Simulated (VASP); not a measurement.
Write the native input for VASP 6.6.1 that does the following.

* Task: single point
* Functional: r2SCAN
* Potentials or basis: VASP PAW PBE potentials, release 64 (Al, N)
* Cutoff: 660 eV
* k mesh: 12 × 12 × 6
* Occupations: fermi-dirac, width 0.02 eV
* Spin: no spin polarisation
* Dipole correction: no
* Further INCAR settings: ALGO = Normal; EDIFF = 1e-06; NBANDS = 16

Crystal: AlN.

```
CELL_PARAMETERS angstrom
3.16751 0.00000 0.00000
-1.58376 2.74315 0.00000
0.00000 0.00000 5.07578
ATOMIC_POSITIONS crystal
Al 0.33333 0.66667 0.99938
Al 0.66667 0.33333 0.49938
N 0.33333 0.66667 0.38062
N 0.66667 0.33333 0.88062
```

One way to write it, as run:

POSCAR

```
AlN
1.0
    3.1675141015      0.0000000000      0.0000000000
   -1.5837570507      2.7431476787      0.0000000000
    0.0000000000      0.0000000000      5.0757778000
Al N
2 2
Direct
    0.3333333333      0.6666666667     -0.0006155405
    0.6666666667      0.3333333333      0.4993844595
    0.3333333333      0.6666666667      0.3806155405
    0.6666666667      0.3333333333      0.8806155405
```

INCAR.step1

```
PREC = Accurate
ENCUT = 660
ISMEAR = -1
SIGMA = 0.02
LREAL = False
LASPH = True
NELM = 120
NBANDS = 16
GGA = PE
ALGO = Normal
EDIFF = 1E-5
LWAVE = True
LCHARG = False
GGA_COMPAT = False
```

INCAR.step2

```
PREC = Accurate
ENCUT = 660
EDIFF = 1E-6
ISMEAR = -1
SIGMA = 0.02
LREAL = False
LASPH = True
NELM = 120
ALGO = Normal
ISIF = 2
LWAVE = False
LCHARG = False
METAGGA = R2SCAN
LMIXTAU = True
NBANDS = 16
ISTART = 1
GGA_COMPAT = False
```

KPOINTS

```
regular mesh
0
Gamma
  12 12 6
```

Potentials or basis: VASP PAW PBE potentials, release 64 (Al, N).

The run is started by

```sh
$ cat potpaw_PBE.64/Al/POTCAR potpaw_PBE.64/N/POTCAR > POTCAR
$ cp INCAR.step1 INCAR
$ mpirun -np 1 vasp_std > vasp.out
$ cp INCAR.step2 INCAR
$ mpirun -np 1 vasp_std > vasp.out
```

Results of the run:

* Pressure: -11.3 GPa
* Band gap on the k mesh: 4.39 eV, direct

Caveat: the PAW data sets were made with another functional, which shifts forces and pressure a little.

Run time: 2.1 min on 1 thread of Intel(R) Xeon(R) 6975P-C (Granite Rapids), with other jobs on the host, peak memory 0.23 GiB.
